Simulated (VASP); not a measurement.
# Fe (P6_3/mmc) in VASP: notebook

Runs on Fe. Level: PBE. Tasks: relaxation of cell and atoms, single point.

Program: VASP 6.6.1. These are calculated values, not measurements. Logs are shortened: lines on timing, memory, paths and dates and some standing lists are left out, and cuts for length are marked.

### Step 1. The cell of the first run

It takes space group P6_3/mmc (No. 194, hexagonal). Conventional cell: a = 2.320 Å, b = 2.320 Å, c = 3.683 Å, α = 90.00°, β = 90.00°, γ = 120.00°. Within 3.0 Å of Fe (site symmetry -6m2) lie 12 Fe at 2.28 to 2.32 Å.

### Step 2. Relaxation of cell and atoms, PBE, collinear spin, ferromagnetic start, target pressure 74 GPa, at which the enthalpy is minimised

INCAR reads:

```
SYSTEM = Fe
PREC = Accurate
ENCUT = 600
EDIFF = 1E-6
ISMEAR = -1
SIGMA = 0.08
LREAL = .FALSE.
LASPH = .TRUE.
NELM = 150
ALGO = Normal
ISIF = 3
LWAVE = .FALSE.
LCHARG = .FALSE.
ISPIN = 2
MAGMOM = 2.5 2.5
LORBIT = 11
LMAXMIX = 4
GGA = PE
IBRION = 2
NSW = 32
EDIFFG = -0.005
PSTRESS = 740.0
```

KPOINTS reads:

```
regular mesh
0
G
  19 19 10
  0 0 0
```

POSCAR reads:

```
Fe
1.0
    2.3202788736      0.0000000000      0.0000000000
   -1.1601394368      2.0094204484      0.0000000000
    0.0000000000      0.0000000000      3.6832440629
Fe
2
Direct
    0.3333333333      0.6666666667      0.2500000000
    0.6666666667      0.3333333333      0.7500000000
```

Potentials or basis: VASP PAW PBE potentials, release 64 (Fe).

Launch:

```sh
> cat potpaw_PBE.64/Fe/POTCAR > POTCAR
> mpirun -np 1 vasp_std > vasp.out
```

OUTCAR:

```text
SYSTEM = Fe
   PREC = Accurate
   ENCUT = 600
   EDIFF = 1E-6
   ISMEAR = -1
   LREAL = .FALSE.
   LASPH = .TRUE.
   NELM = 150
   ISIF = 3
   ISPIN = 2
   LORBIT = 11
   GGA = PE
   IBRION = 2
   NSW = 32
   EDIFFG = -0.005
   PSTRESS = 740.0

 ion  position               nearest neighbor table
   1  0.333  0.667  0.250-   2 2.28   2 2.28   2 2.28   2 2.28   2 2.28   2 2.28
   2  0.667  0.333  0.750-   1 2.28   1 2.28   1 2.28   1 2.28   1 2.28   1 2.28

  LATTYP: Found a hexagonal cell.
 ALAT       =     2.3202788736
 C/A-ratio  =     1.5874143857

  Lattice vectors:

 A1 = (   2.3202788736,   0.0000000000,   0.0000000000)
 A2 = (  -1.1601394368,   2.0094204484,   0.0000000000)
 A3 = (   0.0000000000,   0.0000000000,   3.6832440629)

Analysis of symmetry for initial positions (statically):
=====================================================================
 Subroutine PRICEL returns:
 Original cell was already a primitive cell.

 Routine SETGRP: Setting up the symmetry group for a
 hexagonal supercell.

 Subroutine GETGRP returns: Found 24 space group operations
 (whereof 12 operations were pure point group operations)
 out of a pool of 24 trial point group operations.

The static configuration has the point symmetry D_3d.
 The point group associated with its full space group is D_6h.

Analysis of symmetry for dynamics (positions and initial velocities):
=====================================================================
 Subroutine PRICEL returns:
 Original cell was already a primitive cell.

 Routine SETGRP: Setting up the symmetry group for a
 hexagonal supercell.

 Subroutine GETGRP returns: Found 24 space group operations
 (whereof 12 operations were pure point group operations)
 out of a pool of 24 trial point group operations.

The dynamic configuration has the point symmetry D_3d.
 The point group associated with its full space group is D_6h.

Analysis of structural, dynamic, and magnetic symmetry:
=====================================================================
 Subroutine PRICEL returns:
 Original cell was already a primitive cell.

 Routine SETGRP: Setting up the symmetry group for a
 hexagonal supercell.

 Subroutine GETGRP returns: Found 24 space group operations
 (whereof 12 operations were pure point group operations)
 out of a pool of 24 trial point group operations.

The overall configuration has the point symmetry D_3d.
 The point group associated with its full space group is D_6h.

 Subroutine INISYM returns: Found 24 space group operations
 (whereof 12 operations are pure point group operations),
 and found     1 'primitive' translations

----------------------------------------------------------------------------------------

                                     Primitive cell

  volume of cell :      17.1728

  direct lattice vectors                    reciprocal lattice vectors
     2.320278874  0.000000000  0.000000000     0.430982677  0.248827964  0.000000000
    -1.160139437  2.009420448  0.000000000     0.000000000  0.497655929  0.000000000
     0.000000000  0.000000000  3.683244063     0.000000000  0.000000000  0.271499793

  length of vectors
     2.320278874  2.320278874  3.683244063     0.497655929  0.497655929  0.271499793

  position of ions in fractional coordinates (direct lattice)
     0.333333333  0.666666667  0.250000000
     0.666666667  0.333333333  0.750000000

  ion indices of the primitive-cell ions
   primitive index   ion index
                 1           1
                 2           2

----------------------------------------------------------------------------------------

 KPOINTS: regular mesh

Automatic generation of k-mesh.
 Grid dimensions read from file:
 generate k-points for:   19   19   10

 Generating k-lattice:

  Cartesian coordinates                     Fractional coordinates (reciprocal lattice)
     0.022683299  0.013096209  0.000000000     0.052631579  0.000000000  0.000000000
     0.000000000  0.026192417  0.000000000     0.000000000  0.052631579  0.000000000
     0.000000000  0.000000000  0.027149979     0.000000000  0.000000000  0.100000000

  Length of vectors
     0.026192417  0.026192417  0.027149979

  Shift w.r.t. Gamma in fractional coordinates (k-lattice)
     0.000000000  0.000000000  0.000000000

 Subroutine IBZKPT returns following result:
 ===========================================

 Found    240 irreducible k-points:

 Following reciprocal coordinates:
            Coordinates               Weight
  0.000000  0.000000  0.000000      1.000000
  0.052632  0.000000  0.000000      6.000000
  0.105263  0.000000  0.000000      6.000000
  0.157895 -0.000000  0.000000      6.000000
  0.210526 -0.000000  0.000000      6.000000
  0.263158  0.000000  0.000000      6.000000
[... 16 lines left out ...]
  0.263158  0.105263  0.000000     12.000000
  0.315789  0.105263  0.000000     12.000000
 [... further k-points ...]
   k-points           NKPTS =    240   k-points in BZ     NKDIM =    240   number of bands    NBANDS=     15
   number of dos      NEDOS =    301   number of ions     NIONS =      2
   total plane-waves  NPLWV =  12000
   dimension x,y,z NGX =    20 NGY =   20 NGZ =   30
   dimension x,y,z NGXF=    40 NGYF=   40 NGZF=   60
   ions per type =               2
   NGX,Y,Z   is equivalent  to a cutoff of  14.33, 14.33, 13.54 a.u.
   NGXF,Y,Z  is equivalent  to a cutoff of  28.66, 28.66, 27.08 a.u.
 SYSTEM =  Fe
   PREC   = accura    normal or accurate (medium, high low for compatibility)
   ISTART =      0    job   : 0-new  1-cont  2-samecut
   ICHARG =      2    charge: 1-file 2-atom 10-const
   ISPIN  =      2    spin polarized calculation?
   LNONCOLLINEAR =      F non collinear calculations
   LSORBIT =      F    spin-orbit coupling
   LASPH  =      T    aspherical Exc in radial PAW
   ENCUT  =  600.0 eV  44.10 Ry    6.64 a.u.   4.63  4.63  7.36*2*pi/ulx,y,z
   NELM   =    150;   NELMIN=  2; NELMDL= -5     # of ELM steps
   EDIFF  = 0.1E-05   stopping-criterion for ELM
   LREAL  =      F    real-space projection
   EDIFFG = -.5E-02   stopping-criterion for IOM
   NSW    =     32    number of steps for IOM
   IBRION =      2    ionic relax: 0-MD 1-quasi-New 2-CG
   NFREE  =      1    steps in history (QN), initial steepest desc. (CG)
   ISIF   =      3    stress and relaxation
   ISYM   =      2    0-nonsym 1-usesym 2-fastsym
   POTIM  = 0.5000    time-step for ionic-motion
   TEBEG  =    0.0;   TEEND  =   0.0 temperature during run
   PSTRESS=  740.0 pullay stress
   NELECT =      16.0000    total number of electrons
   NUPDOWN=      -1.0000    fix difference up-down
   EMIN   =  10.00;   EMAX   =-10.00  energy-range for DOS
   EFERMI =   0.00;   METHOD = LEGACY
   ISMEAR =    -1;   SIGMA  =   0.08  broadening in eV -4-tet -1-fermi 0-gaus
   EFERMI_NEDOS =   21; number of points for ismear=-14 and -15
   IALGO  =     38    algorithm
   IMIX   =      4    mixing-type and parameters
     AMIX     =   0.40;   BMIX     =  1.00
     AMIX_MAG =   1.60;   BMIX_MAG =  1.00
  volume/ion in A,a.u.               =       8.59        57.94
  Fermi-wavevector in a.u.,A,eV,Ry     =   1.598948  3.021573 34.785125  2.556635
  Thomas-Fermi vector in A             =   2.696318
   LORBIT       =     11    0 simple, 1 ext, 2 COOP (PROOUT), +10 PAW based schemes
   GGA     = PE    functional components
   LHFCALC =     F    Hartree Fock is set to
   AEXX    =    0.0000 exact exchange contribution
   IVDW    =     0    specifies the selected vdW correction
   LEPSILON=     F    determine dielectric tensor
   LRPA    =     F    only Hartree local field effects (RPA)
 conjugate gradient relaxation of ions
 spin polarized calculation
  energy-cutoff  :      600.00
  volume of cell :       17.17
 maximum number of plane-waves:       590
 NGX is ok and might be reduce to    20
   NGX =  9   NGY =  9   NGZ = 15

--------------------------------------- Ionic step        1  -------------------------------------------

 number of electron      16.0000000 magnetization       0.0000685

 number of electron      16.0000000 magnetization      -0.0000123

 Free energy of the ion-electron system (eV)
  ---------------------------------------------------
  ext. energy  EPLUGINS =         0.00000000
  ---------------------------------------------------
  free energy    TOTEN  =       -15.71668248 eV

  energy without entropy =      -15.67633624  energy(sigma->0) =      -15.69650936

------------------------ aborting loop because EDIFF is reached ----------------------------------------

  FORCE on cell =-STRESS in cart. coord.  units (eV):
  Direction    XX          YY          ZZ          XY          YZ          ZX
  --------------------------------------------------------------------------------------
  -------------------------------------------------------------------------------------
  Total        7.8011380      7.8011380      7.7751298     -0.0000000      0.0000000     -0.0000000
  in kB      727.8251186    727.8251186    725.3986300     -0.0000000      0.0000000     -0.0000000
  external PRESSURE =     -12.9837109 kB  Pullay stress =     740.0000000 kB
[... 67 lines left out ...]
 number of electron      15.9999999 magnetization      -0.0000002

 number of electron      15.9999999 magnetization       0.0000004

 Free energy of the ion-electron system (eV)
  ---------------------------------------------------
  ext. energy  EPLUGINS =         0.00000000
  ---------------------------------------------------
  free energy    TOTEN  =       -15.69916981 eV

  energy without entropy =      -15.65897583  energy(sigma->0) =      -15.67907282

 E-fermi :   9.0639     XC(G=0): -14.8365

 val. band max:        9.0613731082   @ k =   0.2632   0.2105   0.1000
 cond. band min:       9.0638831424   @ k =   0.3684   0.2105   0.3000
 fundamental gap:      0.0025100342
 Fermi energy:         9.0638699745

 spin component 1

 k-point     1 :       0.0000    0.0000    0.0000
  band No.  band energies     occupation
      1      -0.8637      1.00000
      2       2.9824      1.00000
      3       6.9266      1.00000
      4       6.9266      1.00000
      5       7.0685      1.00000
      6       7.5311      1.00000
      7       7.5311      1.00000
      8       8.0030      1.00000
      9       8.0030      1.00000
     10       9.6784      0.00046
     11       9.9754      0.00001
     12       9.9754      0.00001
     13      19.7248      0.00000
     14      32.4083      0.00000
[... 403 lines left out ...]
      4       5.6815      1.00000
      5       6.5692      1.00000
      6       7.3149      1.00000
      7       7.4187      1.00000
      8       9.3290      0.03509
      9       9.8089      0.00009
     10      10.3348      0.00000
     11      10.8577      0.00000
     12      18.6543      0.00000
     13      19.7625      0.00000
     14      22.3530      0.00000
     15      25.7053      0.00000

 [... further k-points ...]

 spin component 2

 k-point     1 :       0.0000    0.0000    0.0000
  band No.  band energies     occupation
      1      -0.8637      1.00000
      2       2.9824      1.00000
      3       6.9266      1.00000
      4       6.9266      1.00000
      5       7.0685      1.00000
      6       7.5311      1.00000
      7       7.5311      1.00000
      8       8.0030      1.00000
      9       8.0030      1.00000
     10       9.6784      0.00046
     11       9.9754      0.00001
     12       9.9754      0.00001
     13      19.7248      0.00000
     14      32.4083      0.00000
[... 448 lines left out ...]
  energy  without entropy=      -15.6589758281  energy(sigma->0) =      -15.67907282

  enthalpy is  TOTEN    =        -7.7852103767 eV   P V=        7.9139594378

 reached required accuracy - stopping structural energy minimisation

 total charge

# of ion       s       p       d       tot
------------------------------------------
    1        0.634   0.838   6.559   8.031
    2        0.634   0.838   6.559   8.031
--------------------------------------------------
tot          1.269   1.676  13.118  16.062

 magnetization (x)

# of ion       s       p       d       tot
------------------------------------------
    1       -0.000  -0.000  -0.000  -0.000
    2       -0.000  -0.000  -0.000  -0.000
--------------------------------------------------
tot         -0.000  -0.000  -0.000  -0.000
```

It took 2.8 min on 1 thread of AMD EPYC 9R45 (Zen 5), shared host; peak memory 0.2 GiB.

What came out:

```yaml
Free_energy: -15.6992 eV
Relaxed_volume: 8.57 Å³/atom
Relaxed_cell: a = 2.319 Å, b = 2.319 Å, c = 3.680 Å, α = 90.00°, β = 90.00°, γ = 120.00°
Space_group_after_relaxing_to_0.05_Å: P6_3/mmc (No. 194)
Energy_change_on_relaxing_the_enthalpy_is_what_falls: +8.8 meV/atom
Ionic_steps: 3
Pressure_after_relaxing: 74.0 GPa
Band_gap_on_the_k_mesh: zero (filled and empty bands overlap)
Net_moment: 0.00 μB per cell
```

The path:
```tsv
step	energy change (eV)	largest force (eV/Å)	pressure (GPa)	volume (Å³)
1	0.0000	0.0000	72.70	17.17
2	0.0814	0.0000	78.81	17.00
3	0.0175	0.0000	74.03	17.13
```

Final structure:
```
CELL_PARAMETERS angstrom
2.31866 0.00000 0.00000
-1.15933 2.00802 0.00000
0.00000 0.00000 3.68017
ATOMIC_POSITIONS crystal
Fe 0.33333 0.66667 0.25000
Fe 0.66667 0.33333 0.75000
```

Caveat: the starting moments collapsed, and a magnetic state may lie lower; the cell is relaxed towards a set pressure, so the enthalpy falls and the energy may rise.

### Step 3. Single point, PBE, collinear spin, ferromagnetic start

INCAR reads:

```
SYSTEM = Fe
PREC     = Accurate       ! precision mode
ENCUT    = 520            ! plane-wave cutoff, eV
EDIFF    = 1E-7           ! SCF threshold, eV
ISMEAR   = -1             ! smearing method
SIGMA    = 0.08           ! smearing width, eV
LREAL    = .FALSE.        ! projectors in reciprocal space
LASPH    = .TRUE.         ! aspherical terms in the spheres
NELM     = 150            ! most SCF steps
ALGO     = Normal         ! electronic algorithm
ISIF     = 2              ! what is computed and relaxed
LWAVE    = .FALSE.        ! write WAVECAR
LCHARG   = .FALSE.        ! write CHGCAR
ISPIN    = 2              ! spin polarisation
MAGMOM   = 2.5 2.5        ! initial moments
LORBIT   = 11             ! projections on sites
LMAXMIX  = 4              ! l up to which the mixer works
GGA      = PE             ! functional
NBANDS   = 19             ! bands
```

KPOINTS reads:

```
Automatic mesh
0
G
  19 19 10
  0 0 0
```

POSCAR, as its differences from that of step 2:

```diff
@@ -2,3 +2,3 @@
 1.0
-    2.3202788736      0.0000000000      0.0000000000
+    2.3202788735      0.0000000000      0.0000000000
    -1.1601394368      2.0094204484      0.0000000000
```

Potentials or basis: VASP PAW PBE potentials, release 64 (Fe).

Launch:

```sh
> cat potpaw_PBE.64/Fe/POTCAR > POTCAR
> mpirun -np 1 vasp_std > vasp.out
```

Run time: 76 s. Hardware: 1 thread of AMD EPYC 9R45 (Zen 5), shared host; peak memory 0.19 GiB.

It converged, with:

```
Free energy            : -15.7175 eV
Pressure               : 72.8 GPa
Band gap on the k mesh : zero (filled and empty bands overlap)
Net moment             : 0.00 μB per cell
```

Stress tensor (GPa, compression positive):
```
72.86  0.00  0.00
 0.00 72.86  0.00
 0.00  0.00 72.63
```

Levels at points of the mesh, in eV from the Fermi level:
Spin up:
| k point | band 6 | band 7 | band 8 | band 9 | band 10 | band 11 |
| --- | --- | --- | --- | --- | --- | --- |
| (0.00, 0.00, 0.00) | -1.53 | -1.53 | -1.06 | -1.06 | 0.61 | 0.91 |
| (0.00, 0.00, 0.50) | -2.27 | -2.27 | -2.27 | 0.42 | 0.42 | 0.42 |
Spin down:
```
           k point  band 4  band 5  band 6  band 7  band 8  band 9  band 10  band 11  band 12  band 13
(0.00, 0.00, 0.00)   -2.13   -1.99   -1.53   -1.53   -1.06   -1.06     0.61     0.91     0.91    10.63
(0.00, 0.00, 0.50)   -2.62   -2.27   -2.27   -2.27   -2.27    0.42     0.42     0.42     0.42    19.23
```

Caveat: the starting moments collapsed, and a magnetic state may lie lower.

### Step 4. Single point, PBE, collinear spin, ferromagnetic start

INCAR reads:

```
SYSTEM = Fe
PREC = Accurate ; ENCUT = 520
EDIFF = 1E-7 ; ISMEAR = -1
SIGMA = 0.08 ; LREAL = .False.
LASPH = .True. ; NELM = 150
ALGO = Normal ; ISIF = 2
LWAVE = .False. ; LCHARG = .False.
ISPIN = 2 ; MAGMOM = 2.5 2.5
LORBIT = 11 ; LMAXMIX = 4
GGA = PE ; NBANDS = 19
```

KPOINTS reads:

```
Automatic mesh
0
Gamma
  19 19 10
  0 0 0
```

POSCAR reads:

```
Fe
1.0
    2.3201062667      0.0000000000      0.0000000000
   -1.1600531334      2.0092709665      0.0000000000
    0.0000000000      0.0000000000      3.6828173961
Fe
2
Direct
    0.3333333333      0.6666666667      0.2500000000
    0.6666666667      0.3333333333      0.7500000000
```

Launch:

```sh
> cat potpaw_PBE.64/Fe/POTCAR > POTCAR
> mpirun -np 1 vasp_std > vasp.out
```

It took 78 s on 1 thread of AMD EPYC 9R45 (Zen 5), shared host; peak memory 0.19 GiB.

Results (log left out):

* Free energy: -15.7154 eV
* Pressure: 72.9 GPa
* Band gap on the k mesh: zero (filled and empty bands overlap)
* Net moment: 0.00 μB per cell

Stress tensor (GPa, compression positive):
```
73.01  0.00  0.00
 0.00 73.01  0.00
 0.00  0.00 72.81
```

Levels at points of the mesh, in eV from the Fermi level:
Spin up:
```
           k point  band 4  band 5  band 6  band 7  band 8  band 9  band 10  band 11  band 12  band 13
(0.00, 0.00, 0.00)   -2.13   -1.99   -1.53   -1.53   -1.06   -1.06     0.61     0.91     0.91    10.64
(0.00, 0.00, 0.50)   -2.62   -2.27   -2.27   -2.27   -2.27    0.42     0.42     0.42     0.42    19.23
```
Spin down:
| k point | band 6 | band 7 | band 8 | band 9 | band 10 | band 11 |
| --- | --- | --- | --- | --- | --- | --- |
| (0.00, 0.00, 0.00) | -1.53 | -1.53 | -1.06 | -1.06 | 0.61 | 0.91 |
| (0.00, 0.00, 0.50) | -2.27 | -2.27 | -2.27 | 0.42 | 0.42 | 0.42 |

Caveat: the starting moments collapsed, and a magnetic state may lie lower.
